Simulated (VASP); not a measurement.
# BAs (I-4m2) in VASP: a series of runs, part 2 of 2

VASP 6.6.1.

**3. Single point, PBE (strain +0.080 along x and y, -0.040 along z)**

The input, INCAR:

```
PREC     = Accurate       # precision mode
ENCUT    = 520            # plane-wave cutoff, eV
EDIFF    = 1E-7           # SCF threshold, eV
ISMEAR   = 0              # smearing method
SIGMA    = 0.05           # smearing width, eV
LREAL    = F              # projectors in reciprocal space
LASPH    = T              # aspherical terms in the spheres
NELM     = 100            # most SCF steps
ALGO     = Normal         # electronic algorithm
ISIF     = 2              # what is computed and relaxed
LWAVE    = F              # write WAVECAR
LCHARG   = F              # write CHGCAR
GGA      = PE             # functional
NBANDS   = 11             # bands
```

The input, KPOINTS:

```
regular mesh
0
Gamma
  10 10 10
```

The input, POSCAR:

```
BAs
1.0
    0.0000000000      2.5795800000      2.2929600000
    2.5795800000      0.0000000000      2.2929600000
    2.5795800000      2.5795800000      0.0000000000
B As
1 1
Direct
    0.0000000000      0.0000000000      0.0000000000
    0.7500000000      0.7500000000      0.7500000000
```

Potentials or basis: VASP PAW PBE potentials, release 64 (B, As).

The run is started by

```
$ cat potpaw_PBE.64/B/POTCAR potpaw_PBE.64/As/POTCAR > POTCAR
$ mpirun -np 1 vasp_std > vasp.out
```

OUTCAR:

```text
PREC = Accurate
   ENCUT = 520
   EDIFF = 1E-7
   ISMEAR = 0
   LREAL = F
   LASPH = T
   NELM = 100
   ISIF = 2
   GGA = PE

 ion  position               nearest neighbor table
   1  0.000  0.000  0.000-   2 2.15   2 2.15   2 2.15   2 2.15
   2  0.750  0.750  0.750-   1 2.15   1 2.15   1 2.15   1 2.15

  LATTYP: Found a body centered tetragonal cell.
 ALAT       =     3.6480770212
 C/A-ratio  =     1.2570787221

  Lattice vectors:

 A1 = (   0.0000000000,  -2.5795800000,  -2.2929600000)
 A2 = (   0.0000000000,   2.5795800000,  -2.2929600000)
 A3 = (   2.5795800000,   0.0000000000,   2.2929600000)

Analysis of symmetry for initial positions (statically):
=====================================================================
 Subroutine PRICEL returns:
 Original cell was already a primitive cell.

 Routine SETGRP: Setting up the symmetry group for a
 body centered tetragonal supercell.

 Subroutine GETGRP returns: Found  8 space group operations
 (whereof  8 operations were pure point group operations)
 out of a pool of 16 trial point group operations.

The static configuration has the point symmetry D_2d.

Analysis of symmetry for dynamics (positions and initial velocities):
=====================================================================
 Subroutine PRICEL returns:
 Original cell was already a primitive cell.

 Routine SETGRP: Setting up the symmetry group for a
 body centered tetragonal supercell.

 Subroutine GETGRP returns: Found  8 space group operations
 (whereof  8 operations were pure point group operations)
 out of a pool of 16 trial point group operations.

The dynamic configuration has the point symmetry D_2d.

 Subroutine INISYM returns: Found  8 space group operations
 (whereof  8 operations are pure point group operations),
 and found     1 'primitive' translations

----------------------------------------------------------------------------------------

                                     Primitive cell

  volume of cell :      30.5158

[... 112 lines left out ...]
   LORBIT       =      0    0 simple, 1 ext, 2 COOP (PROOUT), +10 PAW based schemes
   GGA     = PE    functional components
   LHFCALC =     F    Hartree Fock is set to
   AEXX    =    0.0000 exact exchange contribution
   IVDW    =     0    specifies the selected vdW correction
   LEPSILON=     F    determine dielectric tensor
   LRPA    =     F    only Hartree local field effects (RPA)
 non-spin polarized calculation
 Gauss-broadening in eV      SIGMA  =   0.05
  energy-cutoff  :      520.00
  volume of cell :       30.52
 maximum number of plane-waves:       837
 NGX is ok and might be reduce to    28
   NGX = 13   NGY = 13   NGZ = 13

 number of electron       8.0000001 magnetization

 Free energy of the ion-electron system (eV)
  ---------------------------------------------------
  ext. energy  EPLUGINS =         0.00000000
  ---------------------------------------------------
  free energy    TOTEN  =       -11.18561761 eV

  energy without entropy =      -11.18556119  energy(sigma->0) =      -11.18558940

 E-fermi :   5.3217     XC(G=0): -10.1185

 val. band max:        5.0947788518   @ k =   0.1000  -0.0000   0.0000
 cond. band min:       5.3217466788   @ k =   0.4000   0.4000   0.0000
 fundamental gap:      0.2269678270
 Fermi energy:         5.3217466786

 k-point     1 :       0.0000    0.0000    0.0000
  band No.  band energies     occupation
      1      -9.4664      2.00000
      2       4.6342      2.00000
      3       4.6342      2.00000
      4       5.5674      0.00000
      5       7.6648      0.00000
      6       8.1128      0.00000
      7       8.4181      0.00000
      8       8.4181      0.00000
      9      14.0709      0.00000
     10      16.0419      0.00000
     11      17.8466      0.00000
[... 309 lines left out ...]
 k-point    24 :       0.4000    0.3000    0.0000
  band No.  band energies     occupation
      1      -6.8099      2.00000
      2      -0.8492      2.00000
      3       1.2045      2.00000
      4       1.2983      2.00000
      5       5.7916      0.00000
      6       7.8539      0.00000
      7      13.0715      0.00000
      8      13.1652      0.00000
      9      16.5625      0.00000
     10      19.5187      0.00000
     11      19.9835      0.00000

 [... further k-points ...]
[... 5 lines left out ...]
  --------------------------------------------------------------------------------------
  -------------------------------------------------------------------------------------
  Total       -2.9899860     -2.9899860      0.4316498      0.0000000     -0.0000000     -0.0000000
  in kB     -156.9839521   -156.9839521     22.6630127      0.0000000     -0.0000000     -0.0000000
  external PRESSURE =     -97.1016305 kB  Pullay stress =       0.0000000 kB

 VOLUME and BASIS-vectors are now :
 -----------------------------------------------------------------------------
  energy-cutoff  :      520.00
  volume of cell :       30.52
      direct lattice vectors                 reciprocal lattice vectors
     0.000000000  2.579580000  2.292960000    -0.193830003  0.193830003  0.218058754
     2.579580000  0.000000000  2.292960000     0.193830003 -0.193830003  0.218058754
     2.579580000  2.579580000  0.000000000     0.193830003  0.193830003 -0.218058754

 POSITION                                       TOTAL-FORCE (eV/Angst)
 -----------------------------------------------------------------------------------
      0.00000      0.00000      0.00000        -0.000000     -0.000000      0.000000
      3.86937      3.86937      3.43944         0.000000      0.000000     -0.000000
 -----------------------------------------------------------------------------------
    total drift:                               -0.000000     -0.000000      0.000000

  FREE ENERGIE OF THE ION-ELECTRON SYSTEM (eV)
  ---------------------------------------------------
  free  energy   TOTEN  =       -11.1856176115 eV

  energy  without entropy=      -11.1855611926  energy(sigma->0) =      -11.18558940
```

OSZICAR:

```text
N       E                     dE             d eps       ncg     rms          rms(c)
DAV:   1     0.121476572680E+02    0.12148E+02   -0.36273E+03  2244   0.630E+02
DAV:   2    -0.108771598844E+02   -0.23025E+02   -0.21982E+02  3071   0.995E+01
DAV:   3    -0.116108215572E+02   -0.73366E+00   -0.73207E+00  2765   0.169E+01
DAV:   4    -0.116132570444E+02   -0.24355E-02   -0.24353E-02  2469   0.109E+00
DAV:   5    -0.116132614164E+02   -0.43721E-05   -0.43724E-05  2720   0.493E-02    0.414E+00
DAV:   6    -0.112245195216E+02    0.38874E+00   -0.12518E+00  2325   0.420E+00    0.203E+00
DAV:   7    -0.111905044255E+02    0.34015E-01   -0.10937E-01  2620   0.169E+00    0.899E-01
DAV:   8    -0.111851993316E+02    0.53051E-02   -0.16884E-02  2454   0.721E-01    0.872E-02
DAV:   9    -0.111854670331E+02   -0.26770E-03   -0.80988E-04  2532   0.151E-01    0.469E-02
DAV:  10    -0.111856119960E+02   -0.14496E-03   -0.18286E-04  2429   0.821E-02    0.112E-02
DAV:  11    -0.111856169720E+02   -0.49760E-05   -0.51784E-06  2766   0.148E-02    0.778E-03
DAV:  12    -0.111856175869E+02   -0.61489E-06   -0.27488E-06  2346   0.914E-03    0.252E-03
DAV:  13    -0.111856176115E+02   -0.24670E-07   -0.55307E-08  1980   0.160E-03
   1 F= -.11185618E+02 E0= -.11185589E+02  d E =-.564190E-04
```

Wall time 51 s (1 thread of Intel Xeon 8259CL, shared host); peak memory 0.18 GiB.

Results:

```yaml
Free_energy: -11.1856 eV
Pressure: -9.7 GPa
Band_gap_on_the_k_mesh: zero (band 4 reaches 5.57 eV, above the bottom of band 5 at 5.32 eV)
```

Caveat: the cell differs from its parent crystal (strain +0.080 along x and y, -0.040 along z).
